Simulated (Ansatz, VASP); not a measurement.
Two plane-wave programs on InB2As3

```xyz
6
Lattice="4.4005 0.0000 0.0000 -2.2002 3.8109 0.0000 0.0000 0.0000 7.3629" Properties=species:S:1:pos:R:3 pbc="T T T"
In    0.0000    0.0000    0.0000
B     0.0000    0.0000    4.6957
B     0.0000    0.0000    2.6672
As    2.2002    0.0000    3.6814
As   -1.1001    1.9055    3.6814
As    1.1001    1.9055    3.6814
```

Alike in both runs: task single point; functional PBE; k mesh 6 × 6 × 4; occupations gaussian, width 0.1 eV; no spin polarisation.

|  | VASP | Ansatz |
| --- | --- | --- |
| version | VASP 6.6.1 | Ansatz 0.2.0 |
| potentials or method | VASP PAW PBE potentials, release 64 (In_d, B, As), cutoff 520 eV | scalar-relativistic, plane waves, PAW |
| valence electrons in the cell | 34 | 64 |

```csv
,VASP,Ansatz,Ansatz less VASP
gap on the k mesh at the Fermi level (eV),none,none,-
rms of the force components (eV/Å),0.011,0.018,+0.0075
```

Atom by atom the forces differ by 0.007 eV/Å (rms over components). A gap of «none» marks a metal or a gap that the smearing closes. VASP's potentials hold 34 valence electrons a cell and Ansatz's 64, so a difference there can come from the potentials and not from the codes.
